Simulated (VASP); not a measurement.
# H4C in VASP: a series of runs

Runs on H4C. Level: r2SCAN+D3(BJ). Tasks: single point.

All numbers are computed with VASP 6.6.1; they aren't measurements. Logs are shortened: lines on timing, memory, paths and dates and some standing lists are left out, and cuts for length are marked.

### 1 The cell of the first run

The cell holds an amorphous packing of atoms, 40 atoms: a = 7.683 Å, b = 7.683 Å, c = 7.683 Å, α = 90.00°, β = 90.00°, γ = 90.00°.

### 2 Single point, r2SCAN+D3(BJ)

File POSCAR:

```
H4C
1.0
    7.6834750000      0.0000000000      0.0000000000
    0.0000000000      7.6834750000      0.0000000000
    0.0000000000      0.0000000000      7.6834750000
C H
8 32
Direct
    0.1133217211      0.7592539494      0.3521917460
    0.1048601968      0.4095933675      0.9191356070
    0.4400265693      0.0955069470      0.8543707791
    0.6052591755     -0.0801251096      0.2693128048
    0.8975024996      0.8548986018      0.7882121442
    0.7973526684      0.3958807127      0.2737699180
    0.4752574073      0.6534884552      0.6623305187
    0.3086661691      0.2923856485      0.3888938685
    0.1786816412      0.8760443952      0.3980843082
    0.0672308907      0.6844173339      0.4629287233
    0.2035303145      0.6807367183      0.2768043167
    0.0034145461      0.7961981416      0.2709833026
    0.0562243484      0.5083036832      1.0080952538
    0.0644133385      0.4409004398      0.7870131399
    0.0531958172      0.2830914590      0.9559672221
    0.2460129131      0.4058186432      0.9256836857
    0.3851218621      0.1331197767      0.9789179368
    0.3496496794      0.0094882835      0.7876745386
    0.5625398648      0.0283122729      0.8756495711
    0.4624388075      0.2106774268      0.7752757168
    0.5546353228     -0.0305017400      0.3917511042
    0.6753171266      0.0229785494      0.2027177779
    0.4980875880     -0.1234207399      0.1880780627
    0.6919018018     -0.1890204507      0.2949974066
    0.9040687962      0.9529343097      0.8901955515
    0.8341972936      0.7387444303      0.8383892538
    1.0283234784      0.8223934204      0.7455580356
    0.8233882286      0.9054626118      0.6785818298
    0.7377225522      0.4025706537      0.1455311901
    0.8469821847      0.2652729042      0.2962938708
    0.7007467832      0.4274059514      0.3721799616
    0.9040841850      0.4879183458      0.2808591887
    0.5251294574      0.7375500202      0.7643096345
    0.3775909898      0.5661747679      0.7157759084
    0.5816233309      0.5780694027      0.6072226809
    0.4166350225      0.7327081534      0.5607785301
    0.3379796672      0.4207339622      0.4399418606
    0.2800736348      0.2048596668      0.4963334793
    0.4202221114      0.2438552532      0.3170613947
    0.1966730140      0.3004386806      0.3028504764
```

File INCAR.step1:

```
SYSTEM = H4C
ALGO = Normal ; EDIFF = 1E-4
ENCUT = 520 ; GGA = PE
ISMEAR = -1 ; LASPH = .True.
LCHARG = .False. ; LREAL = Auto
LWAVE = .True. ; NBANDS = 58
NELM = 60 ; PREC = Accurate
SIGMA = 0.05
```

File INCAR.step2:

```
SYSTEM = H4C
ALGO = Normal ; EDIFF = 1E-6
ENCUT = 520 ; ISIF = 2
ISMEAR = -1 ; ISTART = 1
IVDW = 12 ; LASPH = .True.
LCHARG = .True. ; LELF = .True.
LMIXTAU = .True. ; LREAL = Auto
LVHAR = .True. ; LWAVE = .False.
METAGGA = R2SCAN ; NBANDS = 58
NELM = 60 ; PREC = Accurate
SIGMA = 0.05 ; VDW_A1 = 0.49484001
VDW_A2 = 5.73083694 ; VDW_S6 = 1.0
VDW_S8 = 0.78981345
```

File KPOINTS:

```
k-points
0
Gamma
  1 1 1
  0 0 0
```

Potentials or basis: VASP PAW PBE potentials, release 64 (C, H).

The run is started by

```sh
cat potpaw_PBE.64/C/POTCAR potpaw_PBE.64/H/POTCAR > POTCAR
cp INCAR.step1 INCAR
mpirun -np 1 vasp_gam > vasp.out
cp INCAR.step2 INCAR
mpirun -np 1 vasp_gam > vasp.out
```

OUTCAR:

```text
SYSTEM = H4C
   EDIFF = 1E-6
   ENCUT = 520
   ISIF = 2
   ISMEAR = -1
   ISTART = 1
   IVDW = 12
   LASPH = .True.
   LREAL = Auto
   METAGGA = R2SCAN
   NELM = 60
   PREC = Accurate
 IVDW          = 12

 ion  position               nearest neighbor table
   1  0.113  0.759  0.352-  11 1.09  10 1.09   9 1.09  12 1.09
   2  0.105  0.410  0.919-  16 1.09  13 1.09  15 1.09  14 1.09
   3  0.440  0.096  0.854-  17 1.09  19 1.09  18 1.09  20 1.09
   4  0.605  0.920  0.269-  23 1.09  22 1.09  21 1.09  24 1.09
   5  0.898  0.855  0.788-  27 1.09  26 1.09  25 1.09  28 1.09
   6  0.797  0.396  0.274-  32 1.08  31 1.09  30 1.09  29 1.09
   7  0.475  0.653  0.662-  33 1.09  34 1.09  36 1.09  35 1.09
   8  0.309  0.292  0.389-  37 1.08  39 1.09  40 1.09  38 1.09
   9  0.179  0.876  0.398-   1 1.09
  10  0.067  0.684  0.463-   1 1.09
  11  0.204  0.681  0.277-   1 1.09
  12  0.003  0.796  0.271-   1 1.09
  13  0.056  0.508  0.008-   2 1.09
  14  0.064  0.441  0.787-   2 1.09
[... 24 lines left out ...]
  39  0.420  0.244  0.317-   8 1.09
  40  0.197  0.300  0.303-   8 1.09

  LATTYP: Found a simple cubic cell.
 ALAT       =     7.6834750000

  Lattice vectors:

 A1 = (   7.6834750000,   0.0000000000,   0.0000000000)
 A2 = (   0.0000000000,   7.6834750000,   0.0000000000)
 A3 = (   0.0000000000,   0.0000000000,   7.6834750000)

Analysis of symmetry for initial positions (statically):
=====================================================================
 Subroutine PRICEL returns:
 Original cell was already a primitive cell.

 Routine SETGRP: Setting up the symmetry group for a
 simple cubic supercell.

 Subroutine GETGRP returns: Found  1 space group operations
 (whereof  1 operations were pure point group operations)
 out of a pool of 48 trial point group operations.

The static configuration has the point symmetry C_1 .

Analysis of symmetry for dynamics (positions and initial velocities):
=====================================================================
 Subroutine PRICEL returns:
 Original cell was already a primitive cell.

 Routine SETGRP: Setting up the symmetry group for a
 simple cubic supercell.

 Subroutine GETGRP returns: Found  1 space group operations
 (whereof  1 operations were pure point group operations)
 out of a pool of 48 trial point group operations.

The dynamic configuration has the point symmetry C_1 .

 Subroutine INISYM returns: Found  1 space group operations
 (whereof  1 operations are pure point group operations),
 and found     1 'primitive' translations

----------------------------------------------------------------------------------------

                                     Primitive cell

  volume of cell :     453.6000

  direct lattice vectors                    reciprocal lattice vectors
     7.683475000  0.000000000  0.000000000     0.130149444  0.000000000  0.000000000
     0.000000000  7.683475000  0.000000000     0.000000000  0.130149444  0.000000000
     0.000000000  0.000000000  7.683475000     0.000000000  0.000000000  0.130149444

  length of vectors
     7.683475000  7.683475000  7.683475000     0.130149444  0.130149444  0.130149444

  position of ions in fractional coordinates (direct lattice)
     0.113321721  0.759253949  0.352191746
     0.104860197  0.409593368  0.919135607
     0.440026569  0.095506947  0.854370779
     0.605259176  0.919874890  0.269312805
     0.897502500  0.854898602  0.788212144
     0.797352668  0.395880713  0.273769918
[... 32 lines left out ...]
     0.420222111  0.243855253  0.317061395
     0.196673014  0.300438681  0.302850476

  ion indices of the primitive-cell ions
   primitive index   ion index
                 1           1
                 2           2
                 3           3
                 4           4
                 5           5
                 6           6
[... 32 lines left out ...]
                39          39
                40          40

----------------------------------------------------------------------------------------

 KPOINTS: k-points

Automatic generation of k-mesh.
 Grid dimensions read from file:
 generate k-points for:    1    1    1

 Generating k-lattice:

  Cartesian coordinates                     Fractional coordinates (reciprocal lattice)
     0.130149444  0.000000000  0.000000000     1.000000000  0.000000000  0.000000000
     0.000000000  0.130149444  0.000000000     0.000000000  1.000000000  0.000000000
     0.000000000  0.000000000  0.130149444     0.000000000  0.000000000  1.000000000

  Length of vectors
     0.130149444  0.130149444  0.130149444

  Shift w.r.t. Gamma in fractional coordinates (k-lattice)
     0.000000000  0.000000000  0.000000000

 Subroutine IBZKPT returns following result:
 ===========================================

 Found      1 irreducible k-points:

 Following reciprocal coordinates:
            Coordinates               Weight
  0.000000  0.000000  0.000000      1.000000
   k-points           NKPTS =      1   k-points in BZ     NKDIM =      1   number of bands    NBANDS=     58
   number of dos      NEDOS =    301   number of ions     NIONS =     40
   total plane-waves  NPLWV = 216000
   dimension x,y,z NGX =    60 NGY =   60 NGZ =   60
   dimension x,y,z NGXF=   120 NGYF=  120 NGZF=  120
   ions per type =               8  32
   NGX,Y,Z   is equivalent  to a cutoff of  12.98, 12.98, 12.98 a.u.
   NGXF,Y,Z  is equivalent  to a cutoff of  25.96, 25.96, 25.96 a.u.
 SYSTEM =  H4C
   PREC   = accura    normal or accurate (medium, high low for compatibility)
   ISTART =      1    job   : 0-new  1-cont  2-samecut
   ICHARG =      0    charge: 1-file 2-atom 10-const
   ISPIN  =      1    spin polarized calculation?
   LNONCOLLINEAR =      F non collinear calculations
   LSORBIT =      F    spin-orbit coupling
   LASPH  =      T    aspherical Exc in radial PAW
   ENCUT  =  520.0 eV  38.22 Ry    6.18 a.u.  14.29 14.29 14.29*2*pi/ulx,y,z
   NELM   =     60;   NELMIN=  2; NELMDL=  0     # of ELM steps
   EDIFF  = 0.1E-05   stopping-criterion for ELM
   LREAL  =      T    real-space projection
   EDIFFG = 0.1E-04   stopping-criterion for IOM
   NSW    =      0    number of steps for IOM
   IBRION =     -1    ionic relax: 0-MD 1-quasi-New 2-CG
   NFREE  =      0    steps in history (QN), initial steepest desc. (CG)
   ISIF   =      2    stress and relaxation
   ISYM   =      2    0-nonsym 1-usesym 2-fastsym
   POTIM  = 0.5000    time-step for ionic-motion
   TEBEG  =    0.0;   TEEND  =   0.0 temperature during run
   PSTRESS=    0.0 pullay stress
   NELECT =      64.0000    total number of electrons
   NUPDOWN=      -1.0000    fix difference up-down
   EMIN   =  10.00;   EMAX   =-10.00  energy-range for DOS
   EFERMI =   0.00;   METHOD = LEGACY
   ISMEAR =    -1;   SIGMA  =   0.05  broadening in eV -4-tet -1-fermi 0-gaus
   EFERMI_NEDOS =   21; number of points for ismear=-14 and -15
   IALGO  =     38    algorithm
   IMIX   =      4    mixing-type and parameters
     AMIX     =   0.40;   BMIX     =  1.00
     AMIX_MAG =   1.60;   BMIX_MAG =  1.00
  volume/ion in A,a.u.               =      11.34        76.53
  Fermi-wavevector in a.u.,A,eV,Ry     =   0.852270  1.610557  9.882781  0.726364
  Thomas-Fermi vector in A             =   1.968532
   LORBIT       =      0    0 simple, 1 ext, 2 COOP (PROOUT), +10 PAW based schemes
   METAGGA = R2SCAN    functional components
   LHFCALC =     F    Hartree Fock is set to
   AEXX    =    0.0000 exact exchange contribution
   IVDW    =    12    specifies the selected vdW correction
   LEPSILON=     F    determine dielectric tensor
   LRPA    =     F    only Hartree local field effects (RPA)
 non-spin polarized calculation
  energy-cutoff  :      520.00
  volume of cell :      453.60
 maximum number of plane-waves:      6099
 NGX is ok and might be reduce to    60
   NGX = 29   NGY = 29   NGZ = 29

 number of electron      63.9999997 magnetization

 Free energy of the ion-electron system (eV)
  ---------------------------------------------------
  ext. energy  EPLUGINS =         0.00000000
  ---------------------------------------------------
  free energy    TOTEN  =      -199.96472810 eV

  energy without entropy =     -199.96472810  energy(sigma->0) =     -199.96472810

 E-fermi :  -5.6624     XC(G=0):  -5.9524

 val. band max:       -6.9508203409   @ k =   0.0000   0.0000   0.0000
 cond. band min:       1.1955088917   @ k =   0.0000   0.0000   0.0000
 fundamental gap:      8.1463292326
 Fermi energy:        -5.6623630564

 k-point     1 :       0.0000    0.0000    0.0000
  band No.  band energies     occupation
      1     -16.1542      2.00000
      2     -15.8672      2.00000
      3     -15.8229      2.00000
      4     -15.7987      2.00000
      5     -15.7305      2.00000
      6     -15.7014      2.00000
[... 36 lines left out ...]
     43       4.5816      0.00000
     44       4.6664      0.00000
 [bands above 44 left out]

------------------------ aborting loop because EDIFF is reached ----------------------------------------

 Edisp (eV)   -0.58155

 E8    (eV) :    -0.0874

  FORCE on cell =-STRESS in cart. coord.  units (eV):
  Direction    XX          YY          ZZ          XY          YZ          ZX
  --------------------------------------------------------------------------------------
  -------------------------------------------------------------------------------------
  Total       1.08382     0.98122     0.16959    -0.00575     0.20359    -0.03984
  in kB       3.82820     3.46579     0.59903    -0.02031     0.71910    -0.14072
  external pressure =        2.63 kB  Pullay stress =        0.00 kB

 VOLUME and BASIS-vectors are now :
 -----------------------------------------------------------------------------
  energy-cutoff  :      520.00
  volume of cell :      453.60
      direct lattice vectors                 reciprocal lattice vectors
     7.683475000  0.000000000  0.000000000     0.130149444  0.000000000  0.000000000
     0.000000000  7.683475000  0.000000000     0.000000000  0.130149444  0.000000000
     0.000000000  0.000000000  7.683475000     0.000000000  0.000000000  0.130149444

 POSITION                                       TOTAL-FORCE (eV/Angst)
 -----------------------------------------------------------------------------------
      0.87070      5.83371      2.70606        -0.015672      0.060217     -0.034754
      0.80569      3.14710      7.06216        -0.023333      0.044685      0.010478
      3.38093      0.73383      6.56454         0.026379      0.009877     -0.023775
      4.65049      7.06784      2.06926         0.009110     -0.033260      0.041463
      6.89594      6.56859      6.05621        -0.001399      0.037954      0.012732
      6.12644      3.04174      2.10350        -0.033638     -0.019834      0.023500
[... 32 lines left out ...]
      3.22877      1.87366      2.43613         0.058811     -0.035889     -0.047053
      1.51113      2.30841      2.32694        -0.055909     -0.012915     -0.041054
 -----------------------------------------------------------------------------------
    total drift:                                0.005832     -0.008407     -0.009342

  FREE ENERGIE OF THE ION-ELECTRON SYSTEM (eV)
  ---------------------------------------------------
  free  energy   TOTEN  =      -200.5462745080 eV

  energy  without entropy=     -200.5462745079  energy(sigma->0) =     -200.54627451
```

Run time: 3.2 min. Hardware: 1 thread of Intel Xeon Platinum 8375C at 2.90GHz (Ice Lake), shared host; peak memory 0.52 GiB.

What came out:

```
Free energy                : -200.5463 eV
Pressure                   : 0.3 GPa
Largest force              : 0.108 eV/Å
Band gap on the k mesh     : 8.15 eV
Dispersion energy per atom : -0.015 eV
```

Forces on the atoms (eV/Å):
```
C   -0.016  0.060 -0.035
C   -0.023  0.045  0.010
C    0.026  0.010 -0.024
C    0.009 -0.033  0.041
C   -0.001  0.038  0.013
C   -0.034 -0.020  0.024
C   -0.022 -0.021 -0.001
C   -0.039 -0.025 -0.018
H    0.033  0.058  0.019
H   -0.029 -0.042  0.055
H    0.062 -0.040 -0.054
H   -0.032  0.019 -0.034
H   -0.022  0.035 -0.004
H   -0.016 -0.002 -0.045
H   -0.026 -0.050  0.017
H    0.043  0.003  0.020
H   -0.024  0.035  0.094
H   -0.048 -0.030 -0.030
H    0.066 -0.040  0.002
H    0.013  0.058 -0.024
H   -0.005  0.014  0.057
H    0.050  0.031 -0.056
H   -0.089 -0.032 -0.051
H    0.034 -0.047  0.019
H    0.001  0.041  0.037
H   -0.019 -0.041  0.021
H    0.086 -0.015  0.000
H   -0.008  0.010 -0.029
H   -0.038 -0.005 -0.062
H    0.022 -0.046  0.012
H   -0.031  0.000  0.026
H    0.049  0.062  0.003
H    0.019  0.016  0.052
H   -0.017 -0.017  0.001
H    0.042 -0.027 -0.001
H   -0.004  0.012 -0.033
H    0.016  0.070  0.027
H   -0.030 -0.036  0.039
H    0.059 -0.036 -0.047
H   -0.056 -0.013 -0.041
```

Caveat: the k points lie up to 0.82 Å⁻¹ apart; the PAW data sets were made with another functional, which shifts forces and pressure a little.

(Continued in part 2 of 2.)
